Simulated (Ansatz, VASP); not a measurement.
## MgS in VASP and in Ansatz

The input INCAR:

```
PREC = Accurate ; ENCUT = 520
EDIFF = 1E-6 ; ISMEAR = 1
SIGMA = 0.01 ; LREAL = F
LASPH = T ; NELM = 80
ALGO = Normal ; ISIF = 2
LWAVE = F ; LCHARG = T
GGA = PS ; LELF = T
LVHAR = T ; NBANDS = 16
```

Contents of KPOINTS:

```
Automatic mesh
0
Gamma
  5 5 3
```

The input POSCAR:

```
MgS
1.0
    4.1137502856      0.0000000000      0.0000000000
   -2.0568751428      3.5626189667      0.0000000000
    0.0000000000      0.0000000000      6.5584453615
Mg S
2 2
Direct
    0.6666666667      0.3333333333      0.4957500000
    0.3333333333      0.6666666667      0.9957500000
    0.3333333333      0.6666666667      0.3792400000
    0.6666666667      0.3333333333      0.8792400000
```

Input for Ansatz:

```yaml
crystal:
  lattice:
    - [4.113750285601123, 0.0, 0.0]
    - [-2.0568751428005614, 3.5626189666972414, 0.0]
    - [0.0, 0.0, 6.5584453615381975]
  atoms:
    - { symbol: Mg, position: [0.6666666666666666, 0.3333333333333333, 0.49575] }
    - { symbol: Mg, position: [0.3333333333333333, 0.6666666666666666, 0.99575] }
    - { symbol: S, position: [0.3333333333333333, 0.6666666666666666, 0.37924] }
    - { symbol: S, position: [0.6666666666666666, 0.3333333333333333, 0.87924] }
basis:
  ecutwfc: 500.0
kpoints:
  mp_grid:
    grid: [5, 5, 3]
hamiltonian:
  xc: pbesol
scf:
  convergence:
    dr2_threshold: 1.0e-07
  occupations:
    method: methfessel_paxton
    width: 0.01
output:
  stress: true
```

Alike in both runs: task single point; functional PBEsol; k mesh 5 × 5 × 3; occupations methfessel-paxton of order 1, width 0.01 eV; no spin polarisation.

```csv
,VASP,Ansatz
version,VASP 6.6.1,Ansatz 0.2.0
potentials or method,"VASP PAW PBE potentials, release 64 (Mg, S), cutoff 520 eV","plane waves, PAW"
valence electrons in the cell,16,32
```

Ansatz gave:

```
pressure (GPa)                                                : -3.2
traceless stress, the component that is largest in VASP (GPa) : -0.09
```

Task: What did VASP give for the same quantities?

Result: Pressure (GPa): -3.3; traceless stress, the component that is largest in VASP (GPa): -0.08.

VASP's potentials were made for PBE, not for PBEsol. VASP's potentials hold 16 valence electrons a cell and Ansatz's 32, so a difference there can come from the potentials and not from the codes. Ansatz's warnings: stress scf threshold loose, structure snapped to symmetry.
